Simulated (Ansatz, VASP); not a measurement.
ZrB2: VASP beside Ansatz

```
Zr B
1.0
     3.17000    0.00000    0.00000
    -1.58500    2.74530    0.00000
     0.00000    0.00000    3.53300
Zr B
1 2
Direct
  0.00000 0.00000 0.00000
  0.33333 0.66667 0.50000
  0.66667 0.33333 0.50000
```

Alike in both runs: task single point; functional PBE; k mesh 12 × 12 × 10; occupations gaussian, width 0.05 eV; no spin polarisation.

|  | VASP | Ansatz |
| --- | --- | --- |
| version | VASP 6.6.1 | Ansatz 0.2.0 |
| potentials or method | VASP PAW PBE potentials, release 64 (Zr_sv, B), cutoff 520 eV | scalar-relativistic, plane waves, PAW |
| valence electrons in the cell | 18 | 18 |

VASP gave:

* gap on the k mesh at the Fermi level (eV): none
* pressure (GPa): 0.9
* traceless stress, the component that is largest in VASP (GPa): 0.56

Q: Estimate Ansatz's values.

A: gap on the k mesh at the Fermi level (eV): none; pressure (GPa): 0.8; traceless stress, the component that is largest in VASP (GPa): 0.52.

A gap of «none» marks a metal or a gap that the smearing closes. The functional is the same, so the differences come from potentials, cutoffs and numerics.
